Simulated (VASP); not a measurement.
TaO3, 4 atoms in the cell. Symmetry: Pm-3m, No. 221, cubic system. The conventional cell has a = 3.923 Å, b = 3.923 Å, c = 3.923 Å, α = 90.00°, β = 90.00°, γ = 90.00°. Within 2.6 Å of Ta (site symmetry m-3m) lie 6 O at 1.96 Å. O (site symmetry 4/mmm) has 2 Ta at 1.96 Å within 2.6 Å. 

```yaml
Program: VASP 6.6.1
Task: single point
Functional: PBEsol
Potentials_or_basis: VASP PAW PBE potentials, release 64 (Ta_pv, O)
Cutoff: 520 eV
k_mesh: 10 × 10 × 10
Occupations: gaussian, width 0.1 eV
Spin: collinear spin, ferromagnetic start
Starting_moments: "[0.0, 0.36, 0.36, 0.36] μB"
Dipole_correction: no
Further_INCAR_settings: ALGO = Normal; EDIFF = 1e-07; NBANDS = 26
```

Potentials or basis: VASP PAW PBE potentials, release 64 (Ta_pv, O).

Command:

```sh
$ cat potpaw_PBE.64/Ta_pv/POTCAR potpaw_PBE.64/O/POTCAR > POTCAR
$ mpirun -np 1 vasp_std > vasp.out
```

Hardware: 1 thread of Intel Xeon 8259CL, with other jobs on the host.

Q: How long does it take, and how much memory?

A: Run time: 7 min on 1 thread of Intel Xeon 8259CL, on a shared host, peak memory 0.28 GiB. Counts: scf iterations 24, k points 56.
